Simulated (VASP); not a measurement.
Input of a VASP 6.6.1 run:

Contents of POSCAR:

```
Re
1.0
    2.7853352615      0.0000000000      0.0000000000
   -1.3926676307      2.4121710945      0.0000000000
    0.0000000000      0.0000000000      4.5064376859
Re
2
Direct
    0.3333333333      0.6666666667      0.2500000000
    0.6666666667      0.3333333333      0.7500000000
```

File INCAR.step1:

```
SYSTEM = Re
PREC = Accurate
ENCUT = 600
ISMEAR = 0
SIGMA = 0.1
LREAL = .FALSE.
LASPH = .TRUE.
NELM = 100
GGA = PE
ALGO = Normal
EDIFF = 1E-4
LWAVE = .TRUE.
LCHARG = .FALSE.
```

File INCAR.step2:

```
SYSTEM = Re
PREC = Accurate
ENCUT = 600
EDIFF = 1E-6
ISMEAR = 0
SIGMA = 0.1
LREAL = .FALSE.
LASPH = .TRUE.
NELM = 100
ALGO = Normal
ISIF = 4
LWAVE = .FALSE.
LCHARG = .FALSE.
METAGGA = R2SCAN
LMIXTAU = .TRUE.
IBRION = 2
NSW = 50
EDIFFG = -0.01
ISTART = 1
```

File KPOINTS:

```
regular mesh
0
G
  18 18 10
  0 0 0
```

Potentials or basis: VASP PAW PBE potentials, release 64 (Re).

The run is started by

```console
$ cat potpaw_PBE.64/Re/POTCAR > POTCAR
$ cp INCAR.step1 INCAR
$ mpirun -np 1 vasp_std > vasp.out
$ cp INCAR.step2 INCAR
$ mpirun -np 1 vasp_std > vasp.out
```

Task: Estimate the band gap on the k mesh.

Result: Zero (bands 7 and 8 overlap by 3.03 eV).

Stress tensor (GPa, compression positive):
```
-10.75   0.00   0.00
  0.00 -10.75   0.00
  0.00   0.00 -10.90
```

Caveat: the PAW data sets were made with another functional, which shifts forces and pressure a little; spin-orbit coupling is left out, which moves the levels of the heavy elements.
